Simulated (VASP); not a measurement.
# CuS3 (Pm-3m) in VASP: further runs

Runs on CuS3. Level: PBE. Tasks: single point, relaxation of cell and atoms.

Program: VASP 6.6.1. These are calculated values, not measurements. Logs are shortened: lines on timing, memory, paths and dates and some standing lists are left out, and cuts for length are marked.

## (1) The cell of the first run

It takes space group Pm-3m (No. 221, cubic). The conventional cell has a = 3.983 Å, b = 3.983 Å, c = 3.983 Å, α = 90.00°, β = 90.00°, γ = 90.00°. Cu (site symmetry m-3m) has 12 S at 2.82 Å within 3.7 Å. S (site symmetry 4/mmm) has 4 Cu at 2.82 Å and 8 S at 2.82 Å within 3.7 Å.

## (2) Single point, PBE

Contents of INCAR:

```
PREC = Accurate ; ENCUT = 520
EDIFF = 1E-6 ; ISMEAR = 0
SIGMA = 0.1 ; LREAL = False
LASPH = True ; NELM = 60
ALGO = Normal ; ISIF = 2
LWAVE = False ; LCHARG = False
GGA = PE ; NBANDS = 22
```

Contents of KPOINTS:

```
Automatic mesh
0
Gamma
  12 12 12
```

Contents of POSCAR:

```
CuS3
1.0
    3.9833714596      0.0000000000      0.0000000000
    0.0000000000      3.9833714596      0.0000000000
    0.0000000000      0.0000000000      3.9833714596
Cu S
1 3
Direct
    0.0000000000      0.0000000000      0.0000000000
    0.0000000000      0.5000000000      0.5000000000
    0.5000000000      0.0000000000      0.5000000000
    0.5000000000      0.5000000000      0.0000000000
```

Potentials or basis: VASP PAW PBE potentials, release 64 (Cu, S).

On the command line:

```console
cat potpaw_PBE.64/Cu/POTCAR potpaw_PBE.64/S/POTCAR > POTCAR
mpirun -np 1 vasp_std > vasp.out
```

OUTCAR:

```text
PREC = Accurate
   ENCUT = 520
   EDIFF = 1E-6
   ISMEAR = 0
   LREAL = False
   LASPH = True
   NELM = 60
   ISIF = 2
   GGA = PE

 ion  position               nearest neighbor table
   1  0.000  0.000  0.000-
   2  0.000  0.500  0.500-
   3  0.500  0.000  0.500-
   4  0.500  0.500  0.000-

  LATTYP: Found a simple cubic cell.
 ALAT       =     3.9833714596

  Lattice vectors:

 A1 = (   3.9833714596,   0.0000000000,   0.0000000000)
 A2 = (   0.0000000000,   3.9833714596,   0.0000000000)
 A3 = (   0.0000000000,   0.0000000000,   3.9833714596)

Analysis of symmetry for initial positions (statically):
=====================================================================
 Subroutine PRICEL returns:
 Original cell was already a primitive cell.

 Routine SETGRP: Setting up the symmetry group for a
 simple cubic supercell.

 Subroutine GETGRP returns: Found 48 space group operations
 (whereof 48 operations were pure point group operations)
 out of a pool of 48 trial point group operations.

The static configuration has the point symmetry O_h .

Analysis of symmetry for dynamics (positions and initial velocities):
=====================================================================
 Subroutine PRICEL returns:
 Original cell was already a primitive cell.

 Routine SETGRP: Setting up the symmetry group for a
 simple cubic supercell.

 Subroutine GETGRP returns: Found 48 space group operations
 (whereof 48 operations were pure point group operations)
 out of a pool of 48 trial point group operations.

The dynamic configuration has the point symmetry O_h .

 Subroutine INISYM returns: Found 48 space group operations
 (whereof 48 operations are pure point group operations),
 and found     1 'primitive' translations

----------------------------------------------------------------------------------------

                                     Primitive cell

  volume of cell :      63.2051

  direct lattice vectors                    reciprocal lattice vectors
     3.983371460  0.000000000  0.000000000     0.251043622  0.000000000  0.000000000
     0.000000000  3.983371460  0.000000000     0.000000000  0.251043622  0.000000000
     0.000000000  0.000000000  3.983371460     0.000000000  0.000000000  0.251043622

  length of vectors
     3.983371460  3.983371460  3.983371460     0.251043622  0.251043622  0.251043622

  position of ions in fractional coordinates (direct lattice)
     0.000000000  0.000000000  0.000000000
     0.000000000  0.500000000  0.500000000
     0.500000000  0.000000000  0.500000000
     0.500000000  0.500000000  0.000000000

  ion indices of the primitive-cell ions
   primitive index   ion index
                 1           1
                 2           2
                 3           3
                 4           4

----------------------------------------------------------------------------------------

 KPOINTS: Automatic mesh

Automatic generation of k-mesh.
 Grid dimensions read from file:
 generate k-points for:   12   12   12

 Generating k-lattice:

  Cartesian coordinates                     Fractional coordinates (reciprocal lattice)
     0.020920302  0.000000000  0.000000000     0.083333333  0.000000000  0.000000000
     0.000000000  0.020920302  0.000000000     0.000000000  0.083333333  0.000000000
     0.000000000  0.000000000  0.020920302     0.000000000  0.000000000  0.083333333

  Length of vectors
     0.020920302  0.020920302  0.020920302

  Shift w.r.t. Gamma in fractional coordinates (k-lattice)
     0.000000000  0.000000000  0.000000000

 Subroutine IBZKPT returns following result:
 ===========================================

 Found     84 irreducible k-points:

 Following reciprocal coordinates:
            Coordinates               Weight
  0.000000  0.000000  0.000000      1.000000
  0.083333  0.000000  0.000000      6.000000
  0.166667  0.000000  0.000000      6.000000
  0.250000  0.000000  0.000000      6.000000
  0.333333  0.000000  0.000000      6.000000
  0.416667  0.000000  0.000000      6.000000
[... 16 lines left out ...]
  0.333333  0.333333  0.000000     12.000000
  0.416667  0.333333  0.000000     24.000000
 [... further k-points ...]
   k-points           NKPTS =     84   k-points in BZ     NKDIM =     84   number of bands    NBANDS=     22
   number of dos      NEDOS =    301   number of ions     NIONS =      4
   total plane-waves  NPLWV =  27000
   dimension x,y,z NGX =    30 NGY =   30 NGZ =   30
   dimension x,y,z NGXF=    60 NGYF=   60 NGZF=   60
   ions per type =               1   3
   NGX,Y,Z   is equivalent  to a cutoff of  12.52, 12.52, 12.52 a.u.
   NGXF,Y,Z  is equivalent  to a cutoff of  25.04, 25.04, 25.04 a.u.
 SYSTEM =  unknown system
   PREC   = accura    normal or accurate (medium, high low for compatibility)
   ISTART =      0    job   : 0-new  1-cont  2-samecut
   ICHARG =      2    charge: 1-file 2-atom 10-const
   ISPIN  =      1    spin polarized calculation?
   LNONCOLLINEAR =      F non collinear calculations
   LSORBIT =      F    spin-orbit coupling
   LASPH  =      T    aspherical Exc in radial PAW
   ENCUT  =  520.0 eV  38.22 Ry    6.18 a.u.   7.41  7.41  7.41*2*pi/ulx,y,z
   NELM   =     60;   NELMIN=  2; NELMDL= -5     # of ELM steps
   EDIFF  = 0.1E-05   stopping-criterion for ELM
   LREAL  =      F    real-space projection
   EDIFFG = 0.1E-04   stopping-criterion for IOM
   NSW    =      0    number of steps for IOM
   IBRION =     -1    ionic relax: 0-MD 1-quasi-New 2-CG
   NFREE  =      0    steps in history (QN), initial steepest desc. (CG)
   ISIF   =      2    stress and relaxation
   ISYM   =      2    0-nonsym 1-usesym 2-fastsym
   POTIM  = 0.5000    time-step for ionic-motion
   TEBEG  =    0.0;   TEEND  =   0.0 temperature during run
   PSTRESS=    0.0 pullay stress
   NELECT =      29.0000    total number of electrons
   NUPDOWN=      -1.0000    fix difference up-down
   EMIN   =  10.00;   EMAX   =-10.00  energy-range for DOS
   EFERMI =   0.00;   METHOD = LEGACY
   ISMEAR =     0;   SIGMA  =   0.10  broadening in eV -4-tet -1-fermi 0-gaus
   EFERMI_NEDOS =   21; number of points for ismear=-14 and -15
   IALGO  =     38    algorithm
   IMIX   =      4    mixing-type and parameters
     AMIX     =   0.40;   BMIX     =  1.00
     AMIX_MAG =   1.60;   BMIX_MAG =  1.00
  volume/ion in A,a.u.               =      15.80       106.63
  Fermi-wavevector in a.u.,A,eV,Ry     =   1.262670  2.386101 21.692268  1.594337
  Thomas-Fermi vector in A             =   2.396067
   LORBIT       =      0    0 simple, 1 ext, 2 COOP (PROOUT), +10 PAW based schemes
   GGA     = PE    functional components
   LHFCALC =     F    Hartree Fock is set to
   AEXX    =    0.0000 exact exchange contribution
   IVDW    =     0    specifies the selected vdW correction
   LEPSILON=     F    determine dielectric tensor
   LRPA    =     F    only Hartree local field effects (RPA)
 non-spin polarized calculation
 Gauss-broadening in eV      SIGMA  =   0.10
  energy-cutoff  :      520.00
  volume of cell :       63.21
 maximum number of plane-waves:      1743
 NGX is ok and might be reduce to    30
   NGX = 15   NGY = 15   NGZ = 15

 number of electron      29.0000039 magnetization

 Free energy of the ion-electron system (eV)
  ---------------------------------------------------
  ext. energy  EPLUGINS =         0.00000000
  ---------------------------------------------------
  free energy    TOTEN  =       -12.26438244 eV

  energy without entropy =      -12.25289149  energy(sigma->0) =      -12.25863697

 E-fermi :   7.0360     XC(G=0): -11.1266

 val. band max:        7.0082565756   @ k =   0.4167   0.1667   0.1667
 cond. band min:       7.0417051662   @ k =   0.5000   0.1667   0.1667
 fundamental gap:      0.0334485906
 Fermi energy:         7.0360350116

 k-point     1 :       0.0000    0.0000    0.0000
  band No.  band energies     occupation
      1      -9.0594      2.00000
      2      -4.1045      2.00000
      3      -4.1045      2.00000
      4       1.2469      2.00000
      5       1.2469      2.00000
      6       1.2469      2.00000
[... 14 lines left out ...]
     21      14.0993      0.00000
     22      14.0993      0.00000

 k-point     2 :       0.0833    0.0000    0.0000
  band No.  band energies     occupation
      1      -9.0101      2.00000
      2      -4.2571      2.00000
      3      -4.0893      2.00000
      4       1.2869      2.00000
      5       1.2869      2.00000
      6       1.3606      2.00000
[... 14 lines left out ...]
     21      14.2510      0.00000
     22      14.3256      0.00000

 k-point     3 :       0.1667    0.0000    0.0000
  band No.  band energies     occupation
      1      -8.8642      2.00000
      2      -4.6620      2.00000
      3      -4.0471      2.00000
      4       1.4031      2.00000
      5       1.4031      2.00000
      6       1.6632      2.00000
[... 14 lines left out ...]
     21      14.8279      0.00000
     22      14.8324      0.00000

 k-point     4 :       0.2500    0.0000    0.0000
  band No.  band energies     occupation
      1      -8.6281      2.00000
      2      -5.2098      2.00000
      3      -3.9875      2.00000
      4       1.5836      2.00000
      5       1.5836      2.00000
      6       2.0832      2.00000
[... 14 lines left out ...]
     21      15.0984      0.00000
     22      15.0984      0.00000

 k-point     5 :       0.3333    0.0000    0.0000
  band No.  band energies     occupation
      1      -8.3183      2.00000
      2      -5.7956      2.00000
      3      -3.9257      2.00000
      4       1.8008      2.00000
      5       1.8008      2.00000
      6       2.5624      2.00000
[... 14 lines left out ...]
     21      14.9090      0.00000
     22      14.9090      0.00000

 k-point     6 :       0.4167    0.0000    0.0000
  band No.  band energies     occupation
      1      -7.9842      2.00000
      2      -6.3143      2.00000
      3      -3.8789      2.00000
      4       1.9983      2.00000
      5       1.9983      2.00000
      6       3.0282      2.00000
[... 14 lines left out ...]
     21      14.6449      0.00000
     22      14.7482      0.00000

 k-point     7 :       0.5000    0.0000    0.0000
  band No.  band energies     occupation
      1      -7.8014      2.00000
      2      -6.5616      2.00000
      3      -3.8613      2.00000
      4       2.0838      2.00000
      5       2.0838      2.00000
      6       3.2669      2.00000
[... 324 lines left out ...]
      6       2.4253      2.00000
[... 14 lines left out ...]
     21      14.9961      0.00000
     22      15.7066      0.00000

 k-point    21 :       0.4167    0.2500    0.0000
  band No.  band energies     occupation
      1      -7.5693      2.00000
      2      -6.1183      2.00000
      3      -4.6870      2.00000
      4       1.0633      2.00000
      5       2.2659      2.00000
      6       2.4137      2.00000
[... 14 lines left out ...]
     21      14.9066      0.00000
     22      16.6242      0.00000

 k-point    22 :       0.5000    0.2500    0.0000
  band No.  band energies     occupation
      1      -7.3800      2.00000
      2      -6.3512      2.00000
      3      -4.6718      2.00000
      4       1.0502      2.00000
      5       2.2394      2.00000
      6       2.5195      2.00000
[... 14 lines left out ...]
     21      14.8085      0.00000
     22      16.9665      0.00000

 k-point    23 :       0.3333    0.3333    0.0000
  band No.  band energies     occupation
      1      -7.6004      2.00000
      2      -5.7410      2.00000
      3      -5.0457      2.00000
      4       0.7807      2.00000
      5       2.3099      2.00000
      6       2.4463      2.00000
[... 14 lines left out ...]
     21      15.2600      0.00000
     22      15.7877      0.00000

 k-point    24 :       0.4167    0.3333    0.0000
  band No.  band energies     occupation
      1      -7.2637      2.00000
      2      -6.0226      2.00000
      3      -5.1600      2.00000
      4       0.5416      2.00000
      5       2.3592      2.00000
      6       2.7093      2.00000
[... 14 lines left out ...]
     21      15.1899      0.00000
     22      16.4079      0.00000

 [... further k-points ...]

------------------------ aborting loop because EDIFF is reached ----------------------------------------

  FORCE on cell =-STRESS in cart. coord.  units (eV):
  Direction    XX          YY          ZZ          XY          YZ          ZX
  --------------------------------------------------------------------------------------
  -------------------------------------------------------------------------------------
  Total       -0.0292723     -0.0292723     -0.0292723      0.0000000     -0.0000000      0.0000000
  in kB       -0.7420185     -0.7420185     -0.7420185      0.0000000     -0.0000000      0.0000000
  external PRESSURE =      -0.7420185 kB  Pullay stress =       0.0000000 kB

 VOLUME and BASIS-vectors are now :
 -----------------------------------------------------------------------------
  energy-cutoff  :      520.00
  volume of cell :       63.21
      direct lattice vectors                 reciprocal lattice vectors
     3.983371460  0.000000000  0.000000000     0.251043622  0.000000000  0.000000000
     0.000000000  3.983371460  0.000000000     0.000000000  0.251043622  0.000000000
     0.000000000  0.000000000  3.983371460     0.000000000  0.000000000  0.251043622

 POSITION                                       TOTAL-FORCE (eV/Angst)
 -----------------------------------------------------------------------------------
      0.00000      0.00000      0.00000         0.000000      0.000000      0.000000
      0.00000      1.99169      1.99169         0.000000      0.000000      0.000000
      1.99169      0.00000      1.99169         0.000000      0.000000      0.000000
      1.99169      1.99169      0.00000         0.000000      0.000000      0.000000
 -----------------------------------------------------------------------------------
    total drift:                                0.000000      0.000000     -0.000000

  FREE ENERGIE OF THE ION-ELECTRON SYSTEM (eV)
  ---------------------------------------------------
  free  energy   TOTEN  =       -12.2643824448 eV

  energy  without entropy=      -12.2528914897  energy(sigma->0) =      -12.25863697
```

Wall time 88 s (1 thread of Intel Xeon 6975P-C (Granite Rapids), shared host); peak memory 0.23 GiB.

Results:

- Free energy: -12.2644 eV
- Pressure: -0.1 GPa
- Band gap on the k mesh: zero (an odd number of electrons rules out a gap without spin polarisation)

With open d or f shells a metallic result of PBE can be an artefact of self-interaction; +U or a hybrid may open a gap.

## (3) Relaxation of cell and atoms, PBE

Contents of INCAR:

```
SYSTEM = CuS3
ALGO = Normal ; EDIFF = 1E-6
EDIFFG = -0.01 ; ENCUT = 600
GGA = PE ; IBRION = 2
ISIF = 3 ; ISMEAR = 0
LASPH = .TRUE. ; LCHARG = .FALSE.
LREAL = .FALSE. ; LWAVE = .FALSE.
NELM = 100 ; NSW = 100
PREC = Accurate ; SIGMA = 0.1
```

Contents of KPOINTS:

```
k-points
0
G
  12 12 12
  0 0 0
```

Contents of POSCAR:

```
CuS3
1.0
    3.9807911803      0.0000000000      0.0000000000
    0.0000000000      3.9807911803      0.0000000000
    0.0000000000      0.0000000000      3.9807911803
Cu S
1 3
Direct
    0.0000000000      0.0000000000      0.0000000000
    0.0000000000      0.5000000000      0.5000000000
    0.5000000000      0.0000000000      0.5000000000
    0.5000000000      0.5000000000      0.0000000000
```

Potentials or basis: VASP PAW PBE potentials, release 64 (Cu, S).

On the command line:

```console
cat potpaw_PBE.64/Cu/POTCAR potpaw_PBE.64/S/POTCAR > POTCAR
mpirun -np 1 vasp_std > vasp.out
```

Wall time 55 s (1 thread of Intel Xeon 6975P-C (Granite Rapids), shared host); peak memory 0.25 GiB.

Results (log left out):

- Free energy: -12.2646 eV
- Pressure after relaxing: 0.1 GPa
- Band gap on the k mesh: zero (an odd number of electrons rules out a gap without spin polarisation)

Final structure:
```
Cu S
1.0
     3.98079    0.00000    0.00000
     0.00000    3.98079    0.00000
     0.00000    0.00000    3.98079
Cu S
1 3
Direct
  0.00000 0.00000 0.00000
  0.00000 0.50000 0.50000
  0.50000 0.00000 0.50000
  0.50000 0.50000 0.00000
```

Levels at points of the mesh, in eV from the Fermi level:
| k point | band 12 | band 13 | band 14 | band 15 | band 16 | band 17 | band 18 |
| --- | --- | --- | --- | --- | --- | --- | --- |
| (0.00, 0.00, 0.00) | -0.98 | -0.98 | -0.98 | -0.24 | 1.19 | 1.19 | 1.19 |
| (0.50, 0.00, 0.00) | -1.88 | -1.60 | -1.60 | -0.48 | 0.93 | 0.93 | 4.51 |
| (0.50, 0.50, 0.00) | -1.90 | -1.82 | -0.67 | -0.67 | 1.52 | 1.92 | 3.61 |
| (0.50, 0.50, 0.50) | -1.82 | -1.15 | 1.71 | 1.71 | 1.78 | 1.78 | 1.78 |

Caveat: the relaxation stopped at its first step, so nothing moved. With open d or f shells a metallic result of PBE can be an artefact of self-interaction; +U or a hybrid may open a gap.
